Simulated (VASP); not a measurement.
A run of VASP 6.6.1:

POSCAR

```
LiTa4H2
1.0
    0.0000000000      4.0050873209      4.0050873209
    4.0050873209      0.0000000000      4.0050873209
    4.0050873209      4.0050873209      0.0000000000
Li Ta H
1 4 2
Direct
    0.2500000000      0.2500000000      0.2500000000
    0.6185543850      0.1443368450      0.6185543850
    0.6185543850      0.6185543850      0.6185543850
    0.1443368450      0.6185543850      0.6185543850
    0.6185543850      0.6185543850      0.1443368450
    0.7500000000      0.7500000000      0.7500000000
    0.0000000000      0.0000000000      0.0000000000
```

INCAR.step1

```
  PREC = Accurate
  ENCUT = 650
  EDIFF = 1E-6
  ISMEAR = 0
  SIGMA = 0.1
  LREAL = False
  LASPH = True
  NELM = 120
  ALGO = Normal
  ISIF = 2
  LWAVE = False
  LCHARG = True
  LMAXMIX = 4
  GGA = PE
  NBANDS = 34
  GGA_COMPAT = False
  NEDOS = 2001
  LORBIT = 11
```

Contents of KPOINTS.step1:

```
Automatic mesh
0
Gamma
  8 8 8
```

File INCAR.step2:

```
  PREC = Accurate
  ENCUT = 650
  EDIFF = 1E-6
  ISMEAR = -5
  SIGMA = 0.1
  LREAL = False
  LASPH = True
  NELM = 120
  ALGO = Normal
  ISIF = 2
  LWAVE = False
  LCHARG = False
  LMAXMIX = 4
  GGA = PE
  LORBIT = 10
  NBANDS = 34
  NEDOS = 2001
  ICHARG = 11
  GGA_COMPAT = False
```

Contents of KPOINTS.step2:

```
Automatic mesh
0
Gamma
  12 12 12
```

Potentials or basis: VASP PAW PBE potentials, release 64 (Li_sv, Ta_pv, H).

The run is started by

```bash
$ cat potpaw_PBE.64/Li_sv/POTCAR potpaw_PBE.64/Ta_pv/POTCAR potpaw_PBE.64/H/POTCAR > POTCAR
$ cp INCAR.step1 INCAR
$ cp KPOINTS.step1 KPOINTS
$ mpirun -np 1 vasp_std > vasp.out
$ cp INCAR.step2 INCAR
$ cp KPOINTS.step2 KPOINTS
$ mpirun -np 1 vasp_std > vasp.out
```

Hardware: 1 thread of Intel(R) Xeon(R) Platinum 8488C (Sapphire Rapids), with other jobs on the host.

Estimate the wall time of this run.

Wall time 7.8 min on 1 thread of Intel(R) Xeon(R) Platinum 8488C (Sapphire Rapids) (shared host), peak memory 0.54 GiB. Counts: k points 72.
